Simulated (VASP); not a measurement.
**VH2: single point with PBEsol**

The system is VH2.

```xyz
3
Lattice="2.9356 0.0000 0.0000 1.4678 2.5423 0.0000 1.4678 0.8474 2.3969" Properties=species:S:1:pos:R:3 pbc="T T T"
V     0.0000    0.0000    0.0000
H     1.4678    0.8474    0.5992
H     4.4033    2.5423    1.7977
```

```
Program                : VASP 6.6.1
Task                   : single point
Functional             : PBEsol
Potentials or basis    : VASP PAW PBE potentials, release 64 (V_sv, H)
Cutoff                 : 520 eV
k mesh                 : 11 × 11 × 11
Occupations            : fermi-dirac, width 0.1 eV
Spin                   : collinear spin, ferromagnetic start
Starting moments       : [2.0, 0.0, 0.0] μB
Dipole correction      : no
Further INCAR settings : ALGO = Normal; EDIFF = 1e-06; NBANDS = 18
```

The pressure is 2.0 GPa and the net moment is 0.00 μB per cell. The valence electrons inside the program's atomic spheres are V 11.73; H 0.61.

Levels at points of the mesh, in eV from the Fermi level:
Spin up:
| k point | band 4 | band 5 | band 6 | band 7 | band 8 | band 9 | band 10 | band 11 | band 12 | band 13 |
| --- | --- | --- | --- | --- | --- | --- | --- | --- | --- | --- |
| (0.00, 0.00, 0.00) | -38.02 | -11.82 | -1.05 | -1.05 | -1.05 | 0.84 | 0.84 | 1.36 | 16.55 | 17.81 |
Spin down:
```
           k point  band 4  band 5  band 6  band 7  band 8  band 9  band 10  band 11  band 12  band 13
(0.00, 0.00, 0.00)  -38.02  -11.81   -1.04   -1.04   -1.04    0.84     0.84     1.36    16.55    17.81
```

It used 52 s of CPU time on 1 thread of AMD EPYC 7R13 Processor (Zen 3), on a shared host.

Caveat: the PAW data sets were made with another functional, which shifts forces and pressure a little.
